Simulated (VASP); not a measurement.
Write the native input for VASP 6.6.1 that does the following.

```
Task                   : single point
Functional             : RPBE
Potentials or basis    : VASP PAW PBE potentials, release 64 (C)
Cutoff                 : 520 eV
k mesh                 : 8 × 8 × 8
Occupations            : gaussian, width 0.01 eV
Spin                   : no spin polarisation
Dipole correction      : no
Further INCAR settings : ALGO = Normal; EDIFF = 1e-07; NBANDS = 11
```

The structure of C lies in POSCAR:

```
C
1.0
    0.0000000000      1.7833700000      1.7833700000
    1.7833700000      0.0000000000      1.7833700000
    1.7833700000      1.7833700000      0.0000000000
C
2
Direct
    0.0000000000      0.0000000000      0.0000000000
    0.2500000000      0.2500000000      0.2500000000
```

The input as run:

INCAR

```
SYSTEM = C
  ALGO = Normal
  EDIFF = 1E-7
  ENCUT = 520
  GGA = RP
  ISIF = 2
  ISMEAR = 0
  LASPH = .True.
  LCHARG = .False.
  LREAL = .False.
  LWAVE = .False.
  NBANDS = 11
  NELM = 80
  PREC = Accurate
  SIGMA = 0.01
```

KPOINTS

```
k-points
0
Gamma
  8 8 8
  0 0 0
```

Potentials or basis: VASP PAW PBE potentials, release 64 (C).

The run is started by

```console
$ cat potpaw_PBE.64/C/POTCAR > POTCAR
$ mpirun -np 1 vasp_std > vasp.out
```

Results of the run:

| Item | Value |
| --- | --- |
| Pressure | 8.5 GPa |
| Band gap on the k mesh | 4.13 eV, indirect (least direct gap 5.59 eV) |

Caveat: the PAW data sets were made with another functional, which shifts forces and pressure a little.

It used 9.1 s of CPU time on 1 thread of AMD EPYC 7R13, with other jobs on the host.
